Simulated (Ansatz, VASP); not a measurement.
Zn2CrIn3Te8 in VASP and in Ansatz

File INCAR:

```
PREC     = Accurate       # precision mode
ENCUT    = 400            # plane-wave cutoff, eV
EDIFF    = 1E-6           # SCF threshold, eV
ISMEAR   = -1             # smearing method
SIGMA    = 0.05           # smearing width, eV
LREAL    = False          # projectors in reciprocal space
LASPH    = True           # aspherical terms in the spheres
NELM     = 200            # most SCF steps
ALGO     = Normal         # electronic algorithm
ISIF     = 2              # what is computed and relaxed
LWAVE    = False          # write WAVECAR
LCHARG   = True           # write CHGCAR
ISPIN    = 2              # spin polarisation
MAGMOM   = 3.41 0.01 0 0.01 0.02 0 -0.08 -0.01 -0.08 -0.01 -0.01 -0.08 -0.01 -0.08 # initial moments
LORBIT   = 11             # projections on sites
LMAXMIX  = 4              # l up to which the mixer works
GGA      = PE             # functional
LELF     = True           # ELF
LVHAR    = True         
NBANDS   = 78             # bands
GGA_COMPAT= False
```

The input KPOINTS:

```
Automatic mesh
0
Gamma
  2 2 1
```

The input POSCAR:

```
Zn2CrIn3Te8
1.0
    6.1220000000      0.0000000000      0.0000000000
    0.0000000000      6.1220000000      0.0000000000
    0.0000000000      0.0000000000     12.2400000000
Cr In Zn Te
1 3 2 8
Direct
    0.5000000000      0.5000000000      0.0000000000
    0.0000000000      0.5000000000      0.2500000000
    0.0000000000      0.0000000000      0.5000000000
    0.5000000000      0.0000000000      0.7500000000
    0.0000000000      0.0000000000      0.0000000000
    0.5000000000      0.5000000000      0.5000000000
    0.2500000000      0.2500000000      0.1250000000
    0.7500000000      0.2500000000      0.3750000000
    0.7500000000      0.7500000000      0.1250000000
    0.2500000000      0.7500000000      0.3750000000
    0.7500000000      0.7500000000      0.6250000000
    0.2500000000      0.7500000000      0.8750000000
    0.2500000000      0.2500000000      0.6250000000
    0.7500000000      0.2500000000      0.8750000000
```

Input for Ansatz:

```yaml
crystal:
  lattice:
    - [6.122, 0.0, 0.0]
    - [0.0, 6.122, 0.0]
    - [0.0, 0.0, 12.24]
  atoms:
    - { symbol: Cr, position: [0.5, 0.5, 0.0] }
    - { symbol: In, position: [0.0, 0.5, 0.25] }
    - { symbol: Zn, position: [0.0, 0.0, 0.0] }
    - { symbol: Te, position: [0.25, 0.25, 0.125] }
    - { symbol: Te, position: [0.75, 0.25, 0.375] }
    - { symbol: Te, position: [0.75, 0.75, 0.125] }
    - { symbol: Te, position: [0.25, 0.75, 0.375] }
    - { symbol: In, position: [0.0, 0.0, 0.5] }
    - { symbol: In, position: [0.5, 0.0, 0.75] }
    - { symbol: Zn, position: [0.5, 0.5, 0.5] }
    - { symbol: Te, position: [0.75, 0.75, 0.625] }
    - { symbol: Te, position: [0.25, 0.75, 0.875] }
    - { symbol: Te, position: [0.25, 0.25, 0.625] }
    - { symbol: Te, position: [0.75, 0.25, 0.875] }
hamiltonian:
  xc: pbe
  pseudopotentials: { kind: paw }
basis:
  ecutwfc: 420
kpoints:
  mp_grid: { grid: [2, 2, 1] }
scf:
  occupations: { method: fermi_dirac, width: 0.05 }
  lower_state_search: "off"
output:
  forces: true
  stress: true
  write_density: true
  write_potential: true
  elf: true
  volumetric_format: npy
magnetization:
  spin_polarized: true
```

Alike in both runs: task single point; functional PBE; k mesh 2 × 2 × 1; occupations fermi-dirac, width 0.05 eV; collinear spin.

|  | VASP | Ansatz |
| --- | --- | --- |
| version | VASP 6.6.1 | Ansatz 0.2.0 |
| potentials or method | VASP PAW PBE potentials, release 64 (Cr_pv, In_d, Zn, Te), cutoff 400 eV | PAW, plane waves, scalar-relativistic |
| valence electrons in the cell | 123 | 205 |

```csv
,VASP,Ansatz,Ansatz less VASP
pressure (GPa),5.8,5.9,+0.06
rms of the force components (eV/Å),0.719,0.719,+0.0003
net moment per atom (μB),0.21,0.21,0.000
size of the moment on the site where the two differ most (μB),3.20,3.10,-0.097
```

Site moments also hang on the region over which each program counts them. With one functional, cell and mesh, what is left measures potentials, basis and numerics. VASP's potentials hold 123 valence electrons a cell and Ansatz's 205, so a difference there can come from the potentials and not from the codes. Ansatz's warnings: no starting moments.

The k mesh is coarse, so the values compare programs but aren't converged. Spin-orbit coupling is off throughout.
